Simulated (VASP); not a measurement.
A run of VASP 6.6.1:

INCAR

```
SYSTEM = NbTe
ALGO = Normal
EDIFF = 1E-6
ENCUT = 520
GGA = CA
ISIF = 2
ISMEAR = -1
LASPH = .TRUE.
LCHARG = .TRUE.
LELF = .TRUE.
LREAL = .FALSE.
LVHAR = .TRUE.
LWAVE = .FALSE.
NBANDS = 16
NELM = 100
PREC = Accurate
SIGMA = 0.1
```

KPOINTS

```
k-points
0
G
  9 9 8
  0 0 0
```

The input POSCAR:

```
NbTe
1.0
    3.7029743900      0.0000000000      0.0000000000
   -1.8514871900      3.2068698900      0.0000000000
    0.0000000000      0.0000000000      3.6942110000
Nb Te
1 1
Direct
    0.0000000000      0.0000000000      0.5000000000
    0.6666666667      0.3333333333      0.0000000000
```

Potentials or basis: VASP PAW LDA potentials, release 64 (Nb_sv, Te).

The run is started by

```bash
$ cat potpaw_LDA.64/Nb_sv/POTCAR potpaw_LDA.64/Te/POTCAR > POTCAR
$ mpirun -np 1 vasp_std > vasp.out
```

Hardware: 1 thread of Intel(R) Xeon(R) 6975P-C (Granite Rapids), on a shared host.

Q: How long does it take, and how much memory?

A: It took 14 s on 1 thread of Intel(R) Xeon(R) 6975P-C (Granite Rapids), on a shared host, peak memory 0.17 GiB. Counts: scf iterations 12, k points 60.
